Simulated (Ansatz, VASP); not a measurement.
# V: VASP beside Ansatz

File INCAR:

```
PREC = Accurate ; ENCUT = 520
EDIFF = 1E-6 ; ISMEAR = -1
SIGMA = 0.1 ; LREAL = F
LASPH = T ; NELM = 100
ALGO = Normal ; ISIF = 2
LWAVE = F ; LCHARG = F
GGA = B5 ; ALDAX = 1.0
AGGAX = 1.0 ; AGGAC = 1.0
ALDAC = 0.0 ; NBANDS = 20
```

The input KPOINTS:

```
Automatic mesh
0
Gamma
  15 15 8
```

Contents of POSCAR:

```
V
1.0
    2.5149582702      0.0000000000      0.0000000000
   -1.2574791351      2.1780177514      0.0000000000
    0.0000000000      0.0000000000      4.5903459371
V
2
Direct
    0.3333333333      0.6666666667      0.2500000000
    0.6666666667      0.3333333333      0.7500000000
```

Input for Ansatz:

```yaml
crystal:
  lattice:
    - [2.5149582702, 0.0, 0.0]
    - [-1.2574791351, 2.1780177514, 0.0]
    - [0.0, 0.0, 4.5903459371]
  atoms:
    - { symbol: V, position: [0.3333333333, 0.6666666667, 0.25] }
    - { symbol: V, position: [0.6666666667, 0.3333333333, 0.75] }
hamiltonian:
  xc: blyp
  pseudopotentials:
    kind: paw
    azcp:
      V: "pseudopotentials/V.paw.azcp"
basis:
  ecutwfc: 420
  fft_grid_basis: typed
kpoints:
  mp_grid: { grid: [15, 15, 8], shift: [0, 0, 0] }
magnetization:
  spin_polarized: false
scf:
  occupations: { method: fermi_dirac, width: 0.1 }
  lower_state_search: "off"
output:
  stress: true
```

Alike in both runs: task single point; functional BLYP; k mesh 15 × 15 × 8; occupations fermi-dirac, width 0.1 eV; no spin polarisation.

|  | VASP | Ansatz |
| --- | --- | --- |
| version | VASP 6.6.1 | Ansatz 0.2.0 |
| potentials or method | VASP PAW PBE potentials, release 64 (V_sv), cutoff 520 eV | plane waves (420 eV) with PAW, scalar-relativistic |
| valence electrons in the cell | 26 | 26 |

```csv
,VASP,Ansatz,Ansatz less VASP
pressure (GPa),26.3,25.9,-0.38
"traceless stress, the component that is largest in VASP (GPa)",-0.46,-0.44,+0.028
```

VASP's potentials were made for PBE, not for BLYP.
